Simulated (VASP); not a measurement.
Write the native input for VASP 6.6.1 that does the following.

| Property | Result |
| --- | --- |
| Task | relaxation of cell and atoms |
| Functional | PBE0 |
| Potentials or basis | VASP PAW PBE potentials, release 64 (Sb) |
| Cutoff | 600 eV |
| k mesh | 5 × 5 × 3 |
| Occupations | fermi-dirac, width 0.05 eV |
| Spin | no spin polarisation |
| Dipole correction | no |
| Grid for exact exchange (PRECFOCK) | Normal |
| Further INCAR settings | ALGO = Normal; EDIFF = 1e-07; IBRION = 2; EDIFFG = -0.01; NSW = 60; ISIF = 3 |

Crystal: Sb.

```
Sb
1.0
     3.35453    0.00000    0.00000
    -1.67727    2.90511    0.00000
     0.00000    0.00000    5.47016
Sb
2
Direct
  0.66667 0.33333 0.75000
  0.33333 0.66667 0.25000
```

The input as run:

POSCAR

```
Sb
1.0
    3.3545324186      0.0000000000      0.0000000000
   -1.6772662093      2.9051102923      0.0000000000
    0.0000000000      0.0000000000      5.4701606500
Sb
2
Direct
    0.6666666667      0.3333333333      0.7500000000
    0.3333333333      0.6666666667      0.2500000000
```

INCAR.step1

```
SYSTEM = Sb
PREC     = Accurate       ! precision mode
ENCUT    = 600            ! plane-wave cutoff, eV
EDIFF    = 1E-5           ! SCF threshold, eV
ISMEAR   = -1             ! smearing method
SIGMA    = 0.05           ! smearing width, eV
LREAL    = .False.        ! projectors in reciprocal space
LASPH    = .True.         ! aspherical terms in the spheres
NELM     = 100            ! most SCF steps
ALGO     = Normal         ! electronic algorithm
LWAVE    = .True.         ! write WAVECAR
LCHARG   = .False.        ! write CHGCAR
GGA      = PE             ! functional
NBANDS   = 12             ! bands
```

INCAR.step2

```
SYSTEM = Sb
PREC     = Accurate       ! precision mode
ENCUT    = 600            ! plane-wave cutoff, eV
EDIFF    = 1E-7           ! SCF threshold, eV
ISMEAR   = -1             ! smearing method
SIGMA    = 0.05           ! smearing width, eV
LREAL    = .False.        ! projectors in reciprocal space
LASPH    = .True.         ! aspherical terms in the spheres
NELM     = 100            ! most SCF steps
ALGO     = Normal         ! electronic algorithm
ISIF     = 3              ! what is computed and relaxed
LWAVE    = .False.        ! write WAVECAR
LCHARG   = .False.        ! write CHGCAR
GGA      = PE             ! functional
LHFCALC  = .True.         ! exact exchange
AEXX     = 0.25           ! exact-exchange fraction
PRECFOCK = Normal       
IBRION   = 2              ! ionic algorithm
NSW      = 60             ! ionic steps
EDIFFG   = -0.01          ! ionic threshold
ISTART   = 1
```

KPOINTS

```
Automatic mesh
0
Gamma
  5 5 3
  0 0 0
```

Potentials or basis: VASP PAW PBE potentials, release 64 (Sb).

Run with:

```bash
$ cat potpaw_PBE.64/Sb/POTCAR > POTCAR
$ cp INCAR.step1 INCAR
$ mpirun -np 1 vasp_std > vasp.out
$ cp INCAR.step2 INCAR
$ mpirun -np 1 vasp_std > vasp.out
```

It gave:

```
Relaxed volume                         : 25.37 Å³/atom
Relaxed cell                           : a = 3.267 Å, b = 3.267 Å, c = 5.488 Å, α = 90.00°, β = 90.00°, γ = 120.00°
Space group after relaxing (to 0.05 Å) : P6_3/mmc (No. 194)
Energy gained by relaxing              : 24.8 meV/atom
Ionic steps                            : 5
Pressure after relaxing                : -0.1 GPa
Band gap on the k mesh                 : zero (band 5 reaches 14.80 eV, above the bottom of band 6 at 6.78 eV)
```

Caveat: the k points lie up to 0.44 Å⁻¹ apart in the final cell; the PAW data sets were made with another functional, which shifts forces and pressure a little; spin-orbit coupling is left out, which moves the levels of the heavy elements.

Run time: 16 min on 1 thread of Intel(R) Xeon(R) 6975P-C (Granite Rapids), on a shared host, peak memory 0.22 GiB.
